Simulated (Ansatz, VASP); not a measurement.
## Cu in VASP and in Ansatz

```xyz
5
Lattice="2.5193 0.0000 0.0000 0.0000 2.5193 0.0000 0.0000 0.0000 23.1256" Properties=species:S:1:pos:R:3 pbc="T T T"
Cu    0.0000    0.0000    8.0489
Cu    1.2596    1.2596    9.7736
Cu    0.0000    0.0000   11.5628
Cu    1.2596    1.2596   13.3520
Cu    0.0000    0.0000   15.0767
```

Alike in both runs: task single point; functional PBEsol; k mesh 14 × 14 × 1; occupations fermi-dirac, width 0.05 eV; no spin polarisation.

|  | VASP | Ansatz |
| --- | --- | --- |
| version | VASP 6.6.1 | Ansatz 0.2.0 |
| potentials or method | VASP PAW PBE potentials, release 64 (Cu) | PAW with Ansatz's default frozen-core files, scalar-relativistic |
| plane-wave cutoff (eV) | 520 | 420 |
| valence electrons in the cell | 55 | 95 |

Ansatz gave:

```
rms of the force components (eV/Å) : 0.004
```

Question: Estimate VASP's values.

Answer: rms of the force components (eV/Å): 0.011.

VASP's potentials were made for PBE, not for PBEsol. Atom by atom the forces differ by 0.012 eV/Å (rms over components). With one functional, cell and mesh, what is left measures potentials, basis and numerics. VASP's potentials hold 55 valence electrons a cell and Ansatz's 95, so a difference there can come from the potentials and not from the codes. Ansatz's warnings: structure snapped to symmetry, xc potential rough in thin density.
